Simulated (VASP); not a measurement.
# TiAl (P-6m2) in VASP: notebook

TiAl is run at these levels: LDA, r2SCAN; tasks: single point.

All numbers are computed with VASP 6.6.1; they aren't measurements. Logs are shortened: lines on timing, memory, paths and dates and some standing lists are left out, and cuts for length are marked.

**1. The cell of the first run**

The structure is hexagonal, space group P-6m2 (No. 187). Conventional cell: a = 2.886 Å, b = 2.886 Å, c = 4.709 Å, α = 90.00°, β = 90.00°, γ = 120.00°. Within 3.8 Å of Ti (site symmetry -6m2) lie 6 Al at 2.88 Å and 6 Ti at 2.89 Å. Within 3.8 Å of Al (site symmetry -6m2) lie 6 Ti at 2.88 Å and 6 Al at 2.89 Å.

**2. Single point, LDA**

Contents of INCAR:

```
ALGO     = Fast           # electronic algorithm
EDIFF    = 1E-6           # SCF threshold, eV
ENCUT    = 520            # plane-wave cutoff, eV
GGA      = CA             # functional
ISIF     = 2              # what is computed and relaxed
ISMEAR   = -1             # smearing method
LASPH    = T              # aspherical terms in the spheres
LCHARG   = T              # write CHGCAR
LELF     = T              # ELF
LREAL    = F              # projectors in reciprocal space
LVHAR    = T            
LWAVE    = F              # write WAVECAR
NBANDS   = 14             # bands
NELM     = 80             # most SCF steps
PREC     = Accurate       # precision mode
SIGMA    = 0.05           # smearing width, eV
```

Contents of KPOINTS:

```
k-points
0
Gamma
  11 11 6
```

Contents of POSCAR:

```
TiAl
1.0
    2.8862512777      0.0000000000      0.0000000000
   -1.4431256388      2.4995669282      0.0000000000
    0.0000000000      0.0000000000      4.7090645850
Ti Al
1 1
Direct
    0.0000000000      0.0000000000      0.0000000000
    0.3333333333      0.6666666667      0.5000000000
```

Potentials or basis: VASP PAW LDA potentials, release 64 (Ti_sv, Al).

Command:

```console
> cat potpaw_LDA.64/Ti_sv/POTCAR potpaw_LDA.64/Al/POTCAR > POTCAR
> mpirun -np 1 vasp_std > vasp.out
```

OUTCAR:

```text
EDIFF = 1E-6
   ENCUT = 520
   GGA = CA
   ISIF = 2
   ISMEAR = -1
   LASPH = T
   LREAL = F
   NELM = 80
   PREC = Accurate

 ion  position               nearest neighbor table
   1  0.000  0.000  0.000-   2 2.88   2 2.88   2 2.88   2 2.88   2 2.88   2 2.88
   2  0.333  0.667  0.500-   1 2.88   1 2.88   1 2.88   1 2.88   1 2.88   1 2.88

  LATTYP: Found a hexagonal cell.
 ALAT       =     2.8862512777
 C/A-ratio  =     1.6315504549

  Lattice vectors:

 A1 = (   2.8862512777,   0.0000000000,   0.0000000000)
 A2 = (  -1.4431256388,   2.4995669282,   0.0000000000)
 A3 = (   0.0000000000,   0.0000000000,   4.7090645850)

Analysis of symmetry for initial positions (statically):
=====================================================================
 Subroutine PRICEL returns:
 Original cell was already a primitive cell.

 Routine SETGRP: Setting up the symmetry group for a
 hexagonal supercell.

 Subroutine GETGRP returns: Found 12 space group operations
 (whereof 12 operations were pure point group operations)
 out of a pool of 24 trial point group operations.

The static configuration has the point symmetry D_3h.

Analysis of symmetry for dynamics (positions and initial velocities):
=====================================================================
 Subroutine PRICEL returns:
 Original cell was already a primitive cell.

 Routine SETGRP: Setting up the symmetry group for a
 hexagonal supercell.

 Subroutine GETGRP returns: Found 12 space group operations
 (whereof 12 operations were pure point group operations)
 out of a pool of 24 trial point group operations.

The dynamic configuration has the point symmetry D_3h.

 Subroutine INISYM returns: Found 12 space group operations
 (whereof 12 operations are pure point group operations),
 and found     1 'primitive' translations

----------------------------------------------------------------------------------------

                                     Primitive cell

  volume of cell :      33.9730

  direct lattice vectors                    reciprocal lattice vectors
     2.886251278  0.000000000  0.000000000     0.346470180  0.200034652  0.000000000
    -1.443125639  2.499566928  0.000000000     0.000000000  0.400069303  0.000000000
     0.000000000  0.000000000  4.709064585     0.000000000  0.000000000  0.212356399

  length of vectors
     2.886251278  2.886251278  4.709064585     0.400069303  0.400069303  0.212356399

  position of ions in fractional coordinates (direct lattice)
     0.000000000  0.000000000  0.000000000
     0.333333333  0.666666667  0.500000000

  ion indices of the primitive-cell ions
   primitive index   ion index
                 1           1
                 2           2

----------------------------------------------------------------------------------------

 KPOINTS: k-points

Automatic generation of k-mesh.
 Grid dimensions read from file:
 generate k-points for:   11   11    6

 Generating k-lattice:

  Cartesian coordinates                     Fractional coordinates (reciprocal lattice)
     0.031497289  0.018184968  0.000000000     0.090909091  0.000000000  0.000000000
     0.000000000  0.036369937  0.000000000     0.000000000  0.090909091  0.000000000
     0.000000000  0.000000000  0.035392733     0.000000000  0.000000000  0.166666667

  Length of vectors
     0.036369937  0.036369937  0.035392733

  Shift w.r.t. Gamma in fractional coordinates (k-lattice)
     0.000000000  0.000000000  0.000000000

 Subroutine IBZKPT returns following result:
 ===========================================

 Found     64 irreducible k-points:

 Following reciprocal coordinates:
            Coordinates               Weight
  0.000000  0.000000  0.000000      1.000000
  0.090909 -0.000000  0.000000      6.000000
  0.181818 -0.000000  0.000000      6.000000
  0.272727 -0.000000  0.000000      6.000000
  0.363636  0.000000  0.000000      6.000000
  0.454545  0.000000  0.000000      6.000000
[... 16 lines left out ...]
  0.090909  0.090909  0.166667     12.000000
  0.181818  0.090909  0.166667     24.000000
 [... further k-points ...]
   k-points           NKPTS =     64   k-points in BZ     NKDIM =     64   number of bands    NBANDS=     14
   number of dos      NEDOS =    301   number of ions     NIONS =      2
   total plane-waves  NPLWV =  20736
   dimension x,y,z NGX =    24 NGY =   24 NGZ =   36
   dimension x,y,z NGXF=    48 NGYF=   48 NGZF=   72
   ions per type =               1   1
   NGX,Y,Z   is equivalent  to a cutoff of  13.82, 13.82, 12.71 a.u.
   NGXF,Y,Z  is equivalent  to a cutoff of  27.65, 27.65, 25.42 a.u.
 SYSTEM =  unknown system
   PREC   = accura    normal or accurate (medium, high low for compatibility)
   ISTART =      0    job   : 0-new  1-cont  2-samecut
   ICHARG =      2    charge: 1-file 2-atom 10-const
   ISPIN  =      1    spin polarized calculation?
   LNONCOLLINEAR =      F non collinear calculations
   LSORBIT =      F    spin-orbit coupling
   LASPH  =      T    aspherical Exc in radial PAW
   ENCUT  =  520.0 eV  38.22 Ry    6.18 a.u.   5.37  5.37  8.76*2*pi/ulx,y,z
   NELM   =     80;   NELMIN=  2; NELMDL= -5     # of ELM steps
   EDIFF  = 0.1E-05   stopping-criterion for ELM
   LREAL  =      F    real-space projection
   EDIFFG = 0.1E-04   stopping-criterion for IOM
   NSW    =      0    number of steps for IOM
   IBRION =     -1    ionic relax: 0-MD 1-quasi-New 2-CG
   NFREE  =      0    steps in history (QN), initial steepest desc. (CG)
   ISIF   =      2    stress and relaxation
   ISYM   =      2    0-nonsym 1-usesym 2-fastsym
   POTIM  = 0.5000    time-step for ionic-motion
   TEBEG  =    0.0;   TEEND  =   0.0 temperature during run
   PSTRESS=    0.0 pullay stress
   NELECT =      15.0000    total number of electrons
   NUPDOWN=      -1.0000    fix difference up-down
   EMIN   =  10.00;   EMAX   =-10.00  energy-range for DOS
   EFERMI =   0.00;   METHOD = LEGACY
   ISMEAR =    -1;   SIGMA  =   0.05  broadening in eV -4-tet -1-fermi 0-gaus
   EFERMI_NEDOS =   21; number of points for ismear=-14 and -15
   IALGO  =     68    algorithm
   IMIX   =      4    mixing-type and parameters
     AMIX     =   0.40;   BMIX     =  1.00
     AMIX_MAG =   1.60;   BMIX_MAG =  1.00
  volume/ion in A,a.u.               =      16.99       114.63
  Fermi-wavevector in a.u.,A,eV,Ry     =   1.246601  2.355734 21.143638  1.554014
  Thomas-Fermi vector in A             =   2.380771
   LORBIT       =      0    0 simple, 1 ext, 2 COOP (PROOUT), +10 PAW based schemes
   GGA     = CA    functional components
   LHFCALC =     F    Hartree Fock is set to
   AEXX    =    0.0000 exact exchange contribution
   IVDW    =     0    specifies the selected vdW correction
   LEPSILON=     F    determine dielectric tensor
   LRPA    =     F    only Hartree local field effects (RPA)
 non-spin polarized calculation
 RMM-DIIS sequential band-by-band and
  energy-cutoff  :      520.00
  volume of cell :       33.97
 maximum number of plane-waves:       941
 NGX is ok and might be reduce to    24
   NGX = 11   NGY = 11   NGZ = 17

 number of electron      14.9999997 magnetization

 Free energy of the ion-electron system (eV)
  ---------------------------------------------------
  ext. energy  EPLUGINS =         0.00000000
  ---------------------------------------------------
  free energy    TOTEN  =       -13.19157774 eV

  energy without entropy =      -13.16748900  energy(sigma->0) =      -13.17953337

 E-fermi :   7.4212     XC(G=0): -11.0685

 val. band max:        7.3956733229   @ k =   0.3636   0.0909   0.5000
 cond. band min:       7.4283845860   @ k =   0.1818  -0.0000   0.5000
 fundamental gap:      0.0327112631
 Fermi energy:         7.4211888831

 k-point     1 :       0.0000    0.0000    0.0000
  band No.  band energies     occupation
      1     -48.4418      2.00000
      2     -25.1402      2.00000
      3     -24.7381      2.00000
      4     -24.7381      2.00000
      5      -1.3434      2.00000
      6       5.1721      2.00000
      7       5.6913      2.00000
      8       8.6486      0.00000
      9       8.6486      0.00000
     10      10.0782      0.00000
     11      10.0782      0.00000
     12      11.2097      0.00000
     13      20.0930      0.00000
     14      20.0930      0.00000

 k-point     2 :       0.0909   -0.0000    0.0000
  band No.  band energies     occupation
      1     -48.4345      2.00000
      2     -25.1330      2.00000
      3     -24.7836      2.00000
      4     -24.7484      2.00000
      5      -1.1414      2.00000
      6       5.3911      2.00000
      7       5.7139      2.00000
      8       8.4644      0.00000
      9       8.8115      0.00000
     10      10.0240      0.00000
     11      10.1285      0.00000
     12      11.2555      0.00000
     13      17.6472      0.00000
     14      18.7127      0.00000

 k-point     3 :       0.1818   -0.0000    0.0000
  band No.  band energies     occupation
      1     -48.4149      2.00000
      2     -25.1138      2.00000
      3     -24.9044      2.00000
      4     -24.7760      2.00000
      5      -0.5440      2.00000
      6       5.7722      2.00000
      7       5.9615      2.00000
      8       8.0351      0.00001
      9       9.2734      0.00000
     10       9.8815      0.00000
     11      10.2976      0.00000
     12      11.3658      0.00000
     13      14.7590      0.00000
     14      17.3731      0.00000
[... 324 lines left out ...]
 k-point    23 :       0.0909    0.0909    0.1667
  band No.  band energies     occupation
      1     -48.4211      2.00000
      2     -25.1208      2.00000
      3     -24.8638      2.00000
      4     -24.7702      2.00000
      5      -0.5881      2.00000
      6       4.5954      2.00000
      7       6.6605      2.00000
      8       8.1509      0.00000
      9       9.1421      0.00000
     10       9.8486      0.00000
     11       9.8691      0.00000
     12      12.2623      0.00000
     13      16.2328      0.00000
     14      16.5150      0.00000

 k-point    24 :       0.1818    0.0909    0.1667
  band No.  band energies     occupation
      1     -48.3984      2.00000
      2     -25.0984      2.00000
      3     -24.9950      2.00000
      4     -24.8089      2.00000
      5       0.1797      2.00000
      6       5.1202      2.00000
      7       6.8980      1.99994
      8       7.7105      0.00612
      9       9.5839      0.00000
     10       9.7286      0.00000
     11       9.8306      0.00000
     12      12.5114      0.00000
     13      13.9003      0.00000
     14      15.3293      0.00000

 [... further k-points ...]
[... 5 lines left out ...]
  --------------------------------------------------------------------------------------
  -------------------------------------------------------------------------------------
  Total       -1.5529390     -1.5529390     -1.8793378     -0.0000000      0.0000000     -0.0000000
  in kB      -73.2371474    -73.2371474    -88.6302318     -0.0000000      0.0000000     -0.0000000
  external PRESSURE =     -78.3681755 kB  Pullay stress =       0.0000000 kB

 VOLUME and BASIS-vectors are now :
 -----------------------------------------------------------------------------
  energy-cutoff  :      520.00
  volume of cell :       33.97
      direct lattice vectors                 reciprocal lattice vectors
     2.886251278  0.000000000  0.000000000     0.346470180  0.200034652  0.000000000
    -1.443125639  2.499566928  0.000000000     0.000000000  0.400069303  0.000000000
     0.000000000  0.000000000  4.709064585     0.000000000  0.000000000  0.212356399

 POSITION                                       TOTAL-FORCE (eV/Angst)
 -----------------------------------------------------------------------------------
      0.00000      0.00000      0.00000        -0.000000      0.000000      0.000000
     -0.00000      1.66638      2.35453         0.000000      0.000000      0.000000
 -----------------------------------------------------------------------------------
    total drift:                                0.000000     -0.000000      0.000000

  FREE ENERGIE OF THE ION-ELECTRON SYSTEM (eV)
  ---------------------------------------------------
  free  energy   TOTEN  =       -13.1915777396 eV

  energy  without entropy=      -13.1674889968  energy(sigma->0) =      -13.17953337
```

Run time: 50 s. Hardware: 1 thread of Intel Xeon 6975P-C, shared host; peak memory 0.16 GiB.

What came out:

```
Free energy : -13.1916 eV
Pressure    : -7.8 GPa
```

(Continued in part 2 of 2.)
